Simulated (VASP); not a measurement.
CdS: single point with LDA

The system is CdS.

```
CELL_PARAMETERS angstrom
0.00000 2.91650 2.91650
2.91650 0.00000 2.91650
2.91650 2.91650 0.00000
ATOMIC_POSITIONS crystal
Cd 0.00000 0.00000 0.00000
S 0.75000 0.75000 0.75000
```

```json
{
 "Program": "VASP 6.6.1",
 "Task": "single point",
 "Functional": "LDA",
 "Potentials or basis": "VASP PAW LDA potentials, release 64 (Cd_sv_GW, S)",
 "Cutoff": "630 eV",
 "k mesh": "8 × 8 × 8",
 "Occupations": "fermi-dirac, width 0.05 eV",
 "Spin": "no spin polarisation"
}
```

* Pressure: -2.5 GPa
* Band gap on the k mesh: 0.89 eV

Levels at points of the mesh, in eV from the valence-band top:
| k point | band 10 | band 11 | band 12 | band 13 | band 14 | band 15 | band 16 | band 17 |
| --- | --- | --- | --- | --- | --- | --- | --- | --- |
| (0.00, 0.00, 0.00) | -7.29 | 0.00 | 0.00 | 0.00 | 0.88 | 6.37 | 6.37 | 6.37 |
| (0.50, 0.00, 0.00) | -6.90 | -4.51 | -0.77 | -0.77 | 2.78 | 6.85 | 6.85 | 7.21 |
| (0.50, 0.50, 0.00) | -6.84 | -4.05 | -1.92 | -1.92 | 3.32 | 4.18 | 8.92 | 10.55 |

Wall time 35 s on 1 thread of Intel(R) Xeon(R) Platinum 8488C (Sapphire Rapids), with other jobs on the host, peak memory 0.2 GiB.

A hybrid or GW would open this gap; LDA tends to underestimate it.
